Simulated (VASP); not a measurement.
Runs of VASP 6.6.1 on Mn. The structure is that of space group Im-3m (No. 229), or close to it. The cells are those of the table. 

| task | cell | k mesh | cutoff (eV) | gap on the mesh (eV) | pressure (GPa) |
| --- | --- | --- | --- | --- | --- |
| single point | a = 2.442 Å, angles 109.5°, 1 atom | 15 × 15 × 15 | 520 | none | 0.1 |
| single point | a = 2.409 Å, angles 109.5°, 1 atom | 18 × 18 × 18 | 520 | none | 11.2 |
| single point | a = 2.340 Å, angles 109.5°, 1 atom | 18 × 18 × 18 | 520 | none | (b) |
| single point | a = 2.375 Å, angles 109.5°, 1 atom | 18 × 18 × 18 | 520 | none | 25.0 |
| relaxation of cell and atoms | relaxed from a = 2.481 Å, angles 109.5°, 1 atom | 15 × 15 × 15 | 600 | none | 0.0 |
| single point | a = 2.442 Å, angles 109.5°, 1 atom | 18 × 18 × 18 | 520 | none | 0.1 |
| single point | a = 2.536 Å, angles 109.5°, 1 atom | 18 × 18 × 18 | 520 | none | (a) |
| single point | a = 2.506 Å, angles 109.5°, 1 atom | 18 × 18 × 18 | 520 | none | -15.8 |

Alike in all rows: level BLYP; potentials or basis VASP PAW PBE potentials, release 64 (Mn_pv); no spin polarisation; smearing fermi-dirac 0.1 eV.

Problem. Fill in the values left out.

Solution. (a) -21.4; (b) 42.4.

Caveats: the PAW data sets were made with another functional, which shifts forces and pressure a little; the run has no spin polarisation, though such a crystal can be magnetic.

A gap of «none» marks levels without a gap at the run's occupations.
